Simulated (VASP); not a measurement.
# YAlC4N4 (Cmmm) in VASP: single point with PBE

Aim: the single point of YAlC4N4 with PBE.

Program: VASP 6.6.1. These are calculated values, not measurements. Logs are shortened: lines on timing, memory, paths and dates and some standing lists are left out, and cuts for length are marked.

**1. The cell of the first run**

It takes space group Cmmm (No. 65, orthorhombic). Conventional cell: a = 6.762 Å, b = 7.432 Å, c = 7.432 Å, α = 90.00°, β = 90.00°, γ = 90.00°. Y (site symmetry mmm) has 4 N at 2.21 Å within 2.9 Å. Within 2.5 Å of Al (site symmetry mmm) lie 4 C at 1.87 Å. C (site symmetry m) has 1 N at 1.17 Å within 1.6 Å. N (site symmetry m) has 1 C at 1.17 Å within 1.6 Å.

**2. Single point, PBE, collinear spin, ferromagnetic start**

Input file INCAR:

```
SYSTEM = YAlC4N4
PREC = Accurate
ENCUT = 520
EDIFF = 1E-6
ISMEAR = 0
SIGMA = 0.1
LREAL = .FALSE.
LASPH = .TRUE.
NELM = 150
ALGO = Normal
ISIF = 2
LWAVE = .FALSE.
LCHARG = .FALSE.
ISPIN = 2
MAGMOM = 0 0 1 1 1 1 1 1 1 1
LORBIT = 11
LMAXMIX = 4
GGA = PE
NBANDS = 40
```

Input file KPOINTS:

```
Automatic mesh
0
G
  4 4 4
  0 0 0
```

Input file POSCAR:

```
YAlC4N4
1.0
    3.3811865600     -3.7158461400      0.0000000000
    3.3811865600      3.7158461400      0.0000000000
    0.0000000000      0.0000000000      7.4316922700
Y Al C N
1 1 4 4
Direct
    0.5000000000      0.5000000000      0.5000000000
    0.0000000000      0.0000000000      0.0000000000
    0.1784015200      0.8215984800      0.8215984800
    0.8215984800      0.1784015200      0.1784015200
    0.1784015200      0.8215984800      0.1784015200
    0.8215984800      0.1784015200      0.8215984800
    0.2897240700      0.7102759300      0.7102759300
    0.7102759300      0.2897240700      0.2897240700
    0.2897240700      0.7102759300      0.2897240700
    0.7102759300      0.2897240700      0.7102759300
```

Potentials or basis: VASP PAW PBE potentials, release 64 (Y_sv, Al, C, N).

Launch:

```sh
$ cat potpaw_PBE.64/Y_sv/POTCAR potpaw_PBE.64/Al/POTCAR potpaw_PBE.64/C/POTCAR potpaw_PBE.64/N/POTCAR > POTCAR
$ mpirun -np 1 vasp_std > vasp.out
```

OUTCAR:

```text
SYSTEM = YAlC4N4
   PREC = Accurate
   ENCUT = 520
   EDIFF = 1E-6
   ISMEAR = 0
   LREAL = .FALSE.
   LASPH = .TRUE.
   NELM = 150
   ISIF = 2
   ISPIN = 2
   LORBIT = 11
   GGA = PE

 ion  position               nearest neighbor table
   1  0.500  0.500  0.500-   7 2.21   8 2.21   9 2.21  10 2.21
   2  0.000  0.000  0.000-   3 1.87   4 1.87   5 1.87   6 1.87
   3  0.178  0.822  0.822-   7 1.17   2 1.87
   4  0.822  0.178  0.178-   8 1.17   2 1.87
   5  0.178  0.822  0.178-   9 1.17   2 1.87
   6  0.822  0.178  0.822-  10 1.17   2 1.87
   7  0.290  0.710  0.710-   3 1.17   1 2.21
   8  0.710  0.290  0.290-   4 1.17   1 2.21
   9  0.290  0.710  0.290-   5 1.17   1 2.21
  10  0.710  0.290  0.710-   6 1.17   1 2.21

  LATTYP: Found a base centered orthorhombic cell.
 ALAT       =     6.7623731200
 B/A-ratio  =     1.0989769639
 C/A-ratio  =     1.0989769624

  Lattice vectors:

 A1 = (   3.3811865600,  -3.7158461400,   0.0000000000)
 A2 = (   3.3811865600,   3.7158461400,   0.0000000000)
 A3 = (   0.0000000000,   0.0000000000,   7.4316922700)

Analysis of symmetry for initial positions (statically):
=====================================================================
 Subroutine PRICEL returns:
 Original cell was already a primitive cell.

 Routine SETGRP: Setting up the symmetry group for a
 base centered orthorhombic supercell.

 Subroutine GETGRP returns: Found  8 space group operations
 (whereof  8 operations were pure point group operations)
 out of a pool of  8 trial point group operations.

The static configuration has the point symmetry D_2h.

Analysis of symmetry for dynamics (positions and initial velocities):
=====================================================================
 Subroutine PRICEL returns:
 Original cell was already a primitive cell.

 Routine SETGRP: Setting up the symmetry group for a
 base centered orthorhombic supercell.

 Subroutine GETGRP returns: Found  8 space group operations
 (whereof  8 operations were pure point group operations)
 out of a pool of  8 trial point group operations.

The dynamic configuration has the point symmetry D_2h.

Analysis of structural, dynamic, and magnetic symmetry:
=====================================================================
 Subroutine PRICEL returns:
 Original cell was already a primitive cell.

 Routine SETGRP: Setting up the symmetry group for a
 base centered orthorhombic supercell.

 Subroutine GETGRP returns: Found  8 space group operations
 (whereof  8 operations were pure point group operations)
 out of a pool of  8 trial point group operations.

The overall configuration has the point symmetry D_2h.

 Subroutine INISYM returns: Found  8 space group operations
 (whereof  8 operations are pure point group operations),
 and found     1 'primitive' translations

----------------------------------------------------------------------------------------

                                     Primitive cell

  volume of cell :     186.7431

  direct lattice vectors                    reciprocal lattice vectors
     3.381186560 -3.715846140  0.000000000     0.147877081 -0.134558854  0.000000000
     3.381186560  3.715846140  0.000000000     0.147877081  0.134558854  0.000000000
     0.000000000  0.000000000  7.431692270     0.000000000  0.000000000  0.134558855

  length of vectors
     5.023936215  5.023936215  7.431692270     0.199934280  0.199934280  0.134558855

  position of ions in fractional coordinates (direct lattice)
     0.500000000  0.500000000  0.500000000
     0.000000000  0.000000000  0.000000000
     0.178401520  0.821598480  0.821598480
     0.821598480  0.178401520  0.178401520
     0.178401520  0.821598480  0.178401520
     0.821598480  0.178401520  0.821598480
     0.289724070  0.710275930  0.710275930
[... 73 lines left out ...]
   NGXF,Y,Z  is equivalent  to a cutoff of  26.47, 26.47, 25.05 a.u.
 SYSTEM =  YAlC4N4
   PREC   = accura    normal or accurate (medium, high low for compatibility)
   ISTART =      0    job   : 0-new  1-cont  2-samecut
   ICHARG =      2    charge: 1-file 2-atom 10-const
   ISPIN  =      2    spin polarized calculation?
   LNONCOLLINEAR =      F non collinear calculations
   LSORBIT =      F    spin-orbit coupling
   LASPH  =      T    aspherical Exc in radial PAW
   ENCUT  =  520.0 eV  38.22 Ry    6.18 a.u.   9.34  9.34 13.82*2*pi/ulx,y,z
   NELM   =    150;   NELMIN=  2; NELMDL= -5     # of ELM steps
   EDIFF  = 0.1E-05   stopping-criterion for ELM
   LREAL  =      F    real-space projection
   EDIFFG = 0.1E-04   stopping-criterion for IOM
   NSW    =      0    number of steps for IOM
   IBRION =     -1    ionic relax: 0-MD 1-quasi-New 2-CG
   NFREE  =      0    steps in history (QN), initial steepest desc. (CG)
   ISIF   =      2    stress and relaxation
   ISYM   =      2    0-nonsym 1-usesym 2-fastsym
   POTIM  = 0.5000    time-step for ionic-motion
   TEBEG  =    0.0;   TEEND  =   0.0 temperature during run
   PSTRESS=    0.0 pullay stress
   NELECT =      50.0000    total number of electrons
   NUPDOWN=      -1.0000    fix difference up-down
   EMIN   =  10.00;   EMAX   =-10.00  energy-range for DOS
   EFERMI =   0.00;   METHOD = LEGACY
   ISMEAR =     0;   SIGMA  =   0.10  broadening in eV -4-tet -1-fermi 0-gaus
   EFERMI_NEDOS =   21; number of points for ismear=-14 and -15
   IALGO  =     38    algorithm
   IMIX   =      4    mixing-type and parameters
     AMIX     =   0.40;   BMIX     =  1.00
     AMIX_MAG =   1.60;   BMIX_MAG =  1.00
  volume/ion in A,a.u.               =      18.67       126.02
  Fermi-wavevector in a.u.,A,eV,Ry     =   1.055156  1.993956 15.148101  1.113354
  Thomas-Fermi vector in A             =   2.190343
   LORBIT       =     11    0 simple, 1 ext, 2 COOP (PROOUT), +10 PAW based schemes
   GGA     = PE    functional components
   LHFCALC =     F    Hartree Fock is set to
   AEXX    =    0.0000 exact exchange contribution
   IVDW    =     0    specifies the selected vdW correction
   LEPSILON=     F    determine dielectric tensor
   LRPA    =     F    only Hartree local field effects (RPA)
 spin polarized calculation
 Gauss-broadening in eV      SIGMA  =   0.10
  energy-cutoff  :      520.00
  volume of cell :      186.74
 maximum number of plane-waves:      5055
 NGX is ok and might be reduce to    40
   NGX = 19   NGY = 19   NGZ = 27

 number of electron      50.0000008 magnetization       0.0006189

 number of electron      50.0000008 magnetization      -0.0002256

 Free energy of the ion-electron system (eV)
  ---------------------------------------------------
  ext. energy  EPLUGINS =         0.00000000
  ---------------------------------------------------
  free energy    TOTEN  =       -78.59327376 eV

  energy without entropy =      -78.58265586  energy(sigma->0) =      -78.58796481

 E-fermi :   1.8093     XC(G=0):  -7.7026

 val. band max:        1.8011502777   @ k =   0.0000   0.0000   0.2500
 cond. band min:       1.8142075965   @ k =   0.5000   0.5000   0.0000
 fundamental gap:      0.0130573187
 Fermi energy:         1.8092831616

 spin component 1

 k-point     1 :       0.0000    0.0000    0.0000
  band No.  band energies     occupation
      1     -41.7639      1.00000
      2     -22.0002      1.00000
      3     -21.9163      1.00000
      4     -21.9114      1.00000
      5     -17.4546      1.00000
      6     -17.2017      1.00000
[... 829 lines left out ...]
     36       6.5162      0.00000
     37       6.9127      0.00000
 Fermi energy:         1.8092831616

 spin component 2

 k-point     1 :       0.0000    0.0000    0.0000
  band No.  band energies     occupation
      1     -41.7640      1.00000
      2     -22.0002      1.00000
      3     -21.9163      1.00000
      4     -21.9115      1.00000
      5     -17.4546      1.00000
      6     -17.2017      1.00000
[... 829 lines left out ...]
     36       6.5161      0.00000
     37       6.9127      0.00000
 [bands above 37 left out]

------------------------ aborting loop because EDIFF is reached ----------------------------------------

  FORCE on cell =-STRESS in cart. coord.  units (eV):
  Direction    XX          YY          ZZ          XY          YZ          ZX
  --------------------------------------------------------------------------------------
  -------------------------------------------------------------------------------------
  Total        1.4003578     16.4275418     15.8013061      0.0000000      0.0000000      0.0000000
  in kB       12.0144816    140.9414037    135.5685648      0.0000000      0.0000000      0.0000000
  external PRESSURE =      96.1748167 kB  Pullay stress =       0.0000000 kB

 VOLUME and BASIS-vectors are now :
 -----------------------------------------------------------------------------
  energy-cutoff  :      520.00
  volume of cell :      186.74
      direct lattice vectors                 reciprocal lattice vectors
     3.381186560 -3.715846140  0.000000000     0.147877081 -0.134558854  0.000000000
     3.381186560  3.715846140  0.000000000     0.147877081  0.134558854  0.000000000
     0.000000000  0.000000000  7.431692270     0.000000000  0.000000000  0.134558855

 POSITION                                       TOTAL-FORCE (eV/Angst)
 -----------------------------------------------------------------------------------
      3.38119      0.00000      3.71585         0.000000     -0.000000     -0.000000
      0.00000      0.00000      0.00000        -0.000000     -0.000000     -0.000000
      3.38119      2.39002      6.10587         0.000000      0.184296      0.209819
      3.38119     -2.39002      1.32583         0.000000     -0.184296     -0.209819
      3.38119      2.39002      1.32583         0.000000      0.184296     -0.209819
      3.38119     -2.39002      6.10587         0.000000     -0.184296      0.209819
      3.38119      1.56271      5.27855         0.000000     -0.665060     -0.901295
      3.38119     -1.56271      2.15314         0.000000      0.665060      0.901295
      3.38119      1.56271      2.15314         0.000000     -0.665060      0.901295
      3.38119     -1.56271      5.27855         0.000000      0.665060     -0.901295
 -----------------------------------------------------------------------------------
    total drift:                                0.000000      0.000000      0.000000

  FREE ENERGIE OF THE ION-ELECTRON SYSTEM (eV)
  ---------------------------------------------------
  free  energy   TOTEN  =       -78.5932737560 eV

  energy  without entropy=      -78.5826558635  energy(sigma->0) =      -78.58796481

 total charge

# of ion       s       p       d       f       tot
--------------------------------------------------
    1        2.166   6.531   1.005   0.133   9.835
    2        0.349   0.544   0.000   0.000   0.894
    3        0.980   1.660   0.000   0.000   2.640
    4        0.980   1.660   0.000   0.000   2.640
    5        0.980   1.660   0.000   0.000   2.640
    6        0.980   1.660   0.000   0.000   2.640
    7        1.310   2.629   0.000   0.000   3.939
    8        1.310   2.629   0.000   0.000   3.939
    9        1.310   2.629   0.000   0.000   3.939
   10        1.310   2.629   0.000   0.000   3.939
--------------------------------------------------
tot         11.675  24.231   1.005   0.133  37.043

 magnetization (x)

# of ion       s       p       d       f       tot
--------------------------------------------------
    1       -0.000  -0.000  -0.000  -0.000  -0.000
    2       -0.000  -0.000   0.000   0.000  -0.000
    3        0.000  -0.000   0.000   0.000  -0.000
    4        0.000  -0.000   0.000   0.000  -0.000
    5        0.000  -0.000   0.000   0.000  -0.000
    6        0.000  -0.000   0.000   0.000  -0.000
    7        0.000   0.000   0.000   0.000   0.000
    8        0.000   0.000   0.000   0.000   0.000
    9        0.000   0.000   0.000   0.000   0.000
   10        0.000   0.000   0.000   0.000   0.000
--------------------------------------------------
tot          0.000  -0.000  -0.000  -0.000  -0.000
```

It took 5.7 min on 1 thread of Intel Xeon Platinum 8375C at 2.90GHz (Ice Lake), shared host; peak memory 0.5 GiB.

What came out:

- Free energy: -78.5933 eV
- Pressure: 9.6 GPa
- Largest force: 1.120 eV/Å
- Band gap on the k mesh: zero (filled and empty bands overlap)
- Net moment: 0.00 μB per cell
- Valence electrons inside the program's atomic spheres: Y 9.84; Al 0.89; C 2.64; N 3.94

Forces on the atoms (eV/Å):
```
Y    0.000  0.000  0.000
Al   0.000  0.000  0.000
C    0.000  0.184  0.210
C    0.000 -0.184 -0.210
C    0.000  0.184 -0.210
C    0.000 -0.184  0.210
N    0.000 -0.665 -0.901
N    0.000  0.665  0.901
N    0.000 -0.665  0.901
N    0.000  0.665 -0.901
```

Caveat: the stress differs along the axes, from 1 to 14 GPa; forces of over 1 eV/Å act on the atoms, so gaps and moduli don't describe the material at rest.
